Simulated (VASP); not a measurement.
# BP in VASP: notebook

The runs below take BP through single point, with PBEsol+D4.

Program: VASP 6.6.1. These are calculated values, not measurements. Logs are shortened: lines on timing, memory, paths and dates and some standing lists are left out, and cuts for length are marked.

## 1. The cell of the first run

The cell holds a sheet with vacuum, 2 atoms: a = 3.200 Å, b = 3.200 Å, c = 14.000 Å, α = 90.00°, β = 90.00°, γ = 120.00°.

## 2. Single point, PBEsol+D4

Input file INCAR:

```
SYSTEM = BP
ALGO = Normal
DIPOL = 0.5 0.5 0.500
EDIFF = 1E-6
ENCUT = 420
GGA = PS
GGA_COMPAT = .FALSE.
IDIPOL = 3
ISIF = 2
ISMEAR = 0
IVDW = 13
LASPH = .TRUE.
LCHARG = .FALSE.
LDIPOL = .TRUE.
LREAL = .FALSE.
LWAVE = .FALSE.
NBANDS = 11
NELM = 120
NELMDL = -8
PREC = Accurate
SIGMA = 0.03
```

Input file KPOINTS:

```
k-points
0
G
  12 12 1
  0 0 0
```

Input file POSCAR:

```
BP
1.0
    3.2000000000      0.0000000000      0.0000000000
   -1.6000000000      2.7712812921      0.0000000000
    0.0000000000      0.0000000000     14.0000000000
B P
1 1
Direct
    0.3333330000      0.6666670000      0.5000000000
    0.6666670000      0.3333330000      0.5000000000
```

Potentials or basis: VASP PAW PBE potentials, release 64 (B, P).

The run is started by

```
$ cat potpaw_PBE.64/B/POTCAR potpaw_PBE.64/P/POTCAR > POTCAR
$ mpirun -np 1 vasp_std > vasp.out
```

OUTCAR:

```text
SYSTEM = BP
   EDIFF = 1E-6
   ENCUT = 420
   GGA = PS
   ISIF = 2
   ISMEAR = 0
   IVDW = 13
   LASPH = .TRUE.
   LREAL = .FALSE.
   NELM = 120
   NELMDL = -8
   PREC = Accurate

 ion  position               nearest neighbor table
   1  0.333  0.667  0.500-   2 1.85   2 1.85   2 1.85
   2  0.667  0.333  0.500-   1 1.85   1 1.85   1 1.85

  LATTYP: Found a hexagonal cell.
 ALAT       =     3.2000000000
 C/A-ratio  =     4.3750000000

  Lattice vectors:

 A1 = (   3.2000000000,   0.0000000000,   0.0000000000)
 A2 = (  -1.6000000000,   2.7712812921,   0.0000000000)
 A3 = (   0.0000000000,   0.0000000000,  14.0000000000)

Analysis of symmetry for initial positions (statically):
=====================================================================
 Subroutine PRICEL returns:
 Original cell was already a primitive cell.

 Routine SETGRP: Setting up the symmetry group for a
 hexagonal supercell.

 Subroutine GETGRP returns: Found 12 space group operations
 (whereof 12 operations were pure point group operations)
 out of a pool of 24 trial point group operations.

The static configuration has the point symmetry D_3h.

Analysis of symmetry for dynamics (positions and initial velocities):
=====================================================================
 Subroutine PRICEL returns:
 Original cell was already a primitive cell.

 Routine SETGRP: Setting up the symmetry group for a
 hexagonal supercell.

 Subroutine GETGRP returns: Found 12 space group operations
 (whereof 12 operations were pure point group operations)
 out of a pool of 24 trial point group operations.

The dynamic configuration has the point symmetry D_3h.

 Subroutine INISYM returns: Found 12 space group operations
 (whereof 12 operations are pure point group operations),
 and found     1 'primitive' translations

----------------------------------------------------------------------------------------

                                     Primitive cell

  volume of cell :     124.1534

  direct lattice vectors                    reciprocal lattice vectors
     3.200000000  0.000000000  0.000000000     0.312500000  0.180421959  0.000000000
    -1.600000000  2.771281292  0.000000000     0.000000000  0.360843918  0.000000000
     0.000000000  0.000000000 14.000000000     0.000000000  0.000000000  0.071428571

  length of vectors
     3.200000000  3.200000000 14.000000000     0.360843918  0.360843918  0.071428571

  position of ions in fractional coordinates (direct lattice)
     0.333333000  0.666667000  0.500000000
     0.666667000  0.333333000  0.500000000

  ion indices of the primitive-cell ions
   primitive index   ion index
                 1           1
                 2           2

----------------------------------------------------------------------------------------

 KPOINTS: k-points

Automatic generation of k-mesh.
 Grid dimensions read from file:
 generate k-points for:   12   12    1

 Generating k-lattice:

  Cartesian coordinates                     Fractional coordinates (reciprocal lattice)
     0.026041667  0.015035163  0.000000000     0.083333333  0.000000000  0.000000000
     0.000000000  0.030070327  0.000000000     0.000000000  0.083333333  0.000000000
     0.000000000  0.000000000  0.071428571     0.000000000  0.000000000  1.000000000

  Length of vectors
     0.030070327  0.030070327  0.071428571

  Shift w.r.t. Gamma in fractional coordinates (k-lattice)
     0.000000000  0.000000000  0.000000000

 Subroutine IBZKPT returns following result:
 ===========================================

 Found     19 irreducible k-points:

 Following reciprocal coordinates:
            Coordinates               Weight
  0.000000  0.000000  0.000000      1.000000
  0.083333  0.000000  0.000000      6.000000
  0.166667  0.000000  0.000000      6.000000
  0.250000  0.000000  0.000000      6.000000
  0.333333  0.000000  0.000000      6.000000
  0.416667  0.000000  0.000000      6.000000
[... 11 lines left out ...]
  0.333333  0.250000  0.000000     12.000000
  0.333333  0.333333  0.000000      2.000000
   k-points           NKPTS =     19   k-points in BZ     NKDIM =     19   number of bands    NBANDS=     11
   number of dos      NEDOS =    301   number of ions     NIONS =      2
   total plane-waves  NPLWV =  55296
   dimension x,y,z NGX =    24 NGY =   24 NGZ =   96
   dimension x,y,z NGXF=    48 NGYF=   48 NGZF=  192
   ions per type =               1   1
   NGX,Y,Z   is equivalent  to a cutoff of  12.47, 12.47, 11.40 a.u.
   NGXF,Y,Z  is equivalent  to a cutoff of  24.94, 24.94, 22.80 a.u.
 SYSTEM =  BP
   PREC   = accura    normal or accurate (medium, high low for compatibility)
   ISTART =      0    job   : 0-new  1-cont  2-samecut
   ICHARG =      2    charge: 1-file 2-atom 10-const
   ISPIN  =      1    spin polarized calculation?
   LNONCOLLINEAR =      F non collinear calculations
   LSORBIT =      F    spin-orbit coupling
   LASPH  =      T    aspherical Exc in radial PAW
   ENCUT  =  420.0 eV  30.87 Ry    5.56 a.u.   5.35  5.35 23.39*2*pi/ulx,y,z
   NELM   =    120;   NELMIN=  2; NELMDL= -8     # of ELM steps
   EDIFF  = 0.1E-05   stopping-criterion for ELM
   LREAL  =      F    real-space projection
   EDIFFG = 0.1E-04   stopping-criterion for IOM
   NSW    =      0    number of steps for IOM
   IBRION =     -1    ionic relax: 0-MD 1-quasi-New 2-CG
   NFREE  =      0    steps in history (QN), initial steepest desc. (CG)
   ISIF   =      2    stress and relaxation
   ISYM   =      2    0-nonsym 1-usesym 2-fastsym
   POTIM  = 0.5000    time-step for ionic-motion
   TEBEG  =    0.0;   TEEND  =   0.0 temperature during run
   PSTRESS=    0.0 pullay stress
   NELECT =       8.0000    total number of electrons
   NUPDOWN=      -1.0000    fix difference up-down
   EMIN   =  10.00;   EMAX   =-10.00  energy-range for DOS
   EFERMI =   0.00;   METHOD = LEGACY
   ISMEAR =     0;   SIGMA  =   0.03  broadening in eV -4-tet -1-fermi 0-gaus
   EFERMI_NEDOS =   21; number of points for ismear=-14 and -15
   IALGO  =     38    algorithm
   IMIX   =      4    mixing-type and parameters
     AMIX     =   0.40;   BMIX     =  1.00
     AMIX_MAG =   1.60;   BMIX_MAG =  1.00
  volume/ion in A,a.u.               =      62.08       418.91
  Fermi-wavevector in a.u.,A,eV,Ry     =   0.656325  1.240273  5.860871  0.430762
  Thomas-Fermi vector in A             =   1.727481
   LORBIT       =      0    0 simple, 1 ext, 2 COOP (PROOUT), +10 PAW based schemes
   GGA     = PS    functional components
   LHFCALC =     F    Hartree Fock is set to
   AEXX    =    0.0000 exact exchange contribution
   IVDW    =    13    specifies the selected vdW correction
   LEPSILON=     F    determine dielectric tensor
   LRPA    =     F    only Hartree local field effects (RPA)
 non-spin polarized calculation
 Gauss-broadening in eV      SIGMA  =   0.03
  energy-cutoff  :      420.00
  volume of cell :      124.15
 maximum number of plane-waves:      2447
 NGX is ok and might be reduce to    24
   NGX = 11   NGY = 11   NGZ = 47

 dipolmoment           0.000000      0.000000     -0.000000 electrons x Angstroem

 number of electron       7.9999999 magnetization

 dipolmoment           0.000000      0.000000      0.000000 electrons x Angstroem

 Free energy of the ion-electron system (eV)
  ---------------------------------------------------
  ext. energy  EPLUGINS =         0.00000000
  ---------------------------------------------------
  free energy    TOTEN  =       -12.71112606 eV

  energy without entropy =      -12.71112606  energy(sigma->0) =      -12.71112606

 E-fermi :  -2.6702     XC(G=0):  -3.0388

 val. band max:       -2.8526771717   @ k =   0.3333   0.3333   0.0000
 cond. band min:      -1.9830709075   @ k =   0.3333   0.3333   0.0000
 fundamental gap:      0.8696062642
 Fermi energy:        -2.6702464270

 k-point     1 :       0.0000    0.0000    0.0000
  band No.  band energies     occupation
      1     -16.5816      2.00000
      2      -7.0704      2.00000
      3      -4.4636      2.00000
      4      -4.4635      2.00000
      5       0.9631      0.00000
      6       1.8203      0.00000
      7       1.8204      0.00000
      8       2.3261      0.00000
      9       2.6552      0.00000
     10       3.1097      0.00000
     11       5.2575      0.00000

 k-point     2 :       0.0833    0.0000    0.0000
  band No.  band energies     occupation
      1     -16.4749      2.00000
      2      -6.9545      2.00000
      3      -5.0030      2.00000
      4      -4.6730      2.00000
      5       1.0796      0.00000
      6       1.6370      0.00000
      7       2.2584      0.00000
      8       2.4578      0.00000
      9       2.8597      0.00000
     10       3.5673      0.00000
     11       5.2222      0.00000

 k-point     3 :       0.1667    0.0000    0.0000
  band No.  band energies     occupation
      1     -16.1577      2.00000
      2      -6.6094      2.00000
      3      -6.2751      2.00000
      4      -5.1553      2.00000
      5       1.1221      0.00000
      6       1.5585      0.00000
      7       2.8484      0.00000
      8       3.2903      0.00000
      9       3.4209      0.00000
     10       3.9489      0.00000
     11       4.7103      0.00000

 k-point     4 :       0.2500    0.0000    0.0000
  band No.  band energies     occupation
      1     -15.6406      2.00000
      2      -7.7992      2.00000
      3      -6.0451      2.00000
      4      -5.6811      2.00000
      5       0.6962      0.00000
      6       2.1666      0.00000
      7       2.3009      0.00000
      8       3.5248      0.00000
      9       3.9619      0.00000
     10       5.0593      0.00000
     11       5.9650      0.00000

 k-point     5 :       0.3333    0.0000    0.0000
  band No.  band energies     occupation
      1     -14.9522      2.00000
      2      -9.3041      2.00000
      3      -6.1141      2.00000
      4      -5.2892      2.00000
      5       0.3186      0.00000
      6       0.6855      0.00000
      7       3.0506      0.00000
      8       4.4297      0.00000
      9       4.8875      0.00000
     10       6.9317      0.00000
     11       6.9814      0.00000
[... 141 lines left out ...]
 k-point    16 :       0.4167    0.1667    0.0000
  band No.  band energies     occupation
      1     -13.5013      2.00000
      2     -10.9889      2.00000
      3      -7.8765      2.00000
      4      -3.5852      2.00000
      5      -1.4879      0.00000
      6       2.0103      0.00000
      7       4.6560      0.00000
      8       5.2617      0.00000
      9       6.3393      0.00000
     10       7.4890      0.00000
     11       7.6924      0.00000

 k-point    17 :       0.2500    0.2500    0.0000
  band No.  band energies     occupation
      1     -13.9694      2.00000
      2     -10.0263      2.00000
      3      -8.2770      2.00000
      4      -4.1647      2.00000
      5      -0.6016      0.00000
      6       3.3342      0.00000
      7       4.3018      0.00000
      8       4.3251      0.00000
      9       5.0875      0.00000
     10       6.1801      0.00000
     11       6.3978      0.00000

 k-point    18 :       0.3333    0.2500    0.0000
  band No.  band energies     occupation
      1     -13.3598      2.00000
      2     -10.6825      2.00000
      3      -8.7473      2.00000
      4      -3.3619      2.00000
      5      -1.5166      0.00000
      6       3.6595      0.00000
      7       3.8211      0.00000
      8       5.2278      0.00000
      9       6.3146      0.00000
     10       7.4068      0.00000
     11       7.6366      0.00000

 k-point    19 :       0.3333    0.3333    0.0000
  band No.  band energies     occupation
      1     -13.0989      2.00000
      2     -10.7417      2.00000
      3      -9.1957      2.00000
      4      -2.8527      2.00000
      5      -1.9831      0.00000
      6       3.4531      0.00000
      7       4.5167      0.00000
      8       5.6115      0.00000
      9       6.8316      0.00000
     10       7.8822      0.00000
     11       7.9769      0.00000

------------------------ aborting loop because EDIFF is reached ----------------------------------------

 vacuum level on the upper side and lower side of the slab       (xc-potential included)        -0.087        -0.087

  DFT-D4 for vdW energy calculation

  Edisp (eV):   -0.13922

  FORCE on cell =-STRESS in cart. coord.  units (eV):
  Direction    XX          YY          ZZ          XY          YZ          ZX
  --------------------------------------------------------------------------------------
  -------------------------------------------------------------------------------------
  Total      -0.12392    -0.12392    -0.00550     0.00000     0.00000     0.00000
  in kB      -1.59915    -1.59915    -0.07103     0.00000     0.00000     0.00000
  external pressure =       -1.09 kB  Pullay stress =        0.00 kB

 VOLUME and BASIS-vectors are now :
 -----------------------------------------------------------------------------
  energy-cutoff  :      420.00
  volume of cell :      124.15
      direct lattice vectors                 reciprocal lattice vectors
     3.200000000  0.000000000  0.000000000     0.312500000  0.180421959  0.000000000
    -1.600000000  2.771281292  0.000000000     0.000000000  0.360843918  0.000000000
     0.000000000  0.000000000 14.000000000     0.000000000  0.000000000  0.071428571

 POSITION                                       TOTAL-FORCE (eV/Angst)
 -----------------------------------------------------------------------------------
     -0.00000      1.84752      7.00000         0.000000     -0.000000      0.000000
      1.60000      0.92376      7.00000        -0.000000      0.000000      0.000000
 -----------------------------------------------------------------------------------
    total drift:                               -0.000145      0.000084      0.000000

  FREE ENERGIE OF THE ION-ELECTRON SYSTEM (eV)
  ---------------------------------------------------
  free  energy   TOTEN  =       -12.8503461458 eV

  energy  without entropy=      -12.8503461458  energy(sigma->0) =      -12.85034615

 vacuum level on the upper side and lower side of the slab         2.250         2.250
```

Wall time 20 s (1 thread of AMD EPYC 9R45 (Zen 5), shared host); peak memory 0.18 GiB.

What came out:

```
Free energy                : -12.8503 eV
Band gap on the k mesh     : 0.87 eV
Dispersion energy per atom : -0.070 eV
```

Levels at points of the mesh, in eV from the valence-band top:
| k point | band 1 | band 2 | band 3 | band 4 | band 5 | band 6 | band 7 | band 8 |
| --- | --- | --- | --- | --- | --- | --- | --- | --- |
| (0.00, 0.00, 0.00) | -13.73 | -4.22 | -1.61 | -1.61 | 3.82 | 4.67 | 4.67 | 5.18 |
| (0.50, 0.00, 0.00) | -10.90 | -8.35 | -3.63 | -1.08 | 1.44 | 2.84 | 7.91 | 8.87 |

Caveat: the PAW data sets were made with another functional, which shifts forces and pressure a little.

## 3. Single point, PBEsol+D4

This run uses another cell than the first one.

Input file INCAR:

```
  ALGO = Normal
  DIPOL = 0.5 0.5 0.294
  EDIFF = 1E-6
  ENCUT = 420
  GGA = PS
  GGA_COMPAT = F
  IDIPOL = 3
  ISIF = 2
  ISMEAR = 0
  IVDW = 13
  LASPH = T
  LCHARG = F
  LDIPOL = T
  LREAL = F
  LWAVE = F
  NBANDS = 11
  NELM = 120
  NELMDL = -8
  PREC = Accurate
  SIGMA = 0.03
```

Input file KPOINTS:

```
k-points
0
Gamma
  12 12 1
```

Input file POSCAR:

```
BP
1.0
    3.1955475348      0.0000000000      0.0000000000
   -1.5977737674      2.7674253441      0.0000000000
    0.0000000000      0.0000000000     23.8000000000
B P
1 1
Direct
    0.3333333333      0.6666666667      0.2941176471
    0.6666666667      0.3333333333      0.2941176471
```

Potentials or basis: VASP PAW PBE potentials, release 64 (B, P).

The run is started by

```
$ cat potpaw_PBE.64/B/POTCAR potpaw_PBE.64/P/POTCAR > POTCAR
$ mpirun -np 1 vasp_std > vasp.out
```

Run time: 35 s. Hardware: 1 thread of AMD EPYC 9R45 (Zen 5), shared host; peak memory 0.26 GiB.

It converged, with:

```
Free energy                : -12.8503 eV
Band gap on the k mesh     : 0.87 eV
Dispersion energy per atom : -0.070 eV
```

Levels at points of the mesh, in eV from the valence-band top:
| k point | band 1 | band 2 | band 3 | band 4 | band 5 | band 6 | band 7 | band 8 | band 9 |
| --- | --- | --- | --- | --- | --- | --- | --- | --- | --- |
| (0.00, 0.00, 0.00) | -13.75 | -4.24 | -1.61 | -1.61 | 3.82 | 4.68 | 4.68 | 4.98 | 5.20 |
| (0.50, 0.00, 0.00) | -10.91 | -8.37 | -3.64 | -1.08 | 1.43 | 2.86 | 7.92 | 8.89 | 9.45 |

Caveat: the PAW data sets were made with another functional, which shifts forces and pressure a little.
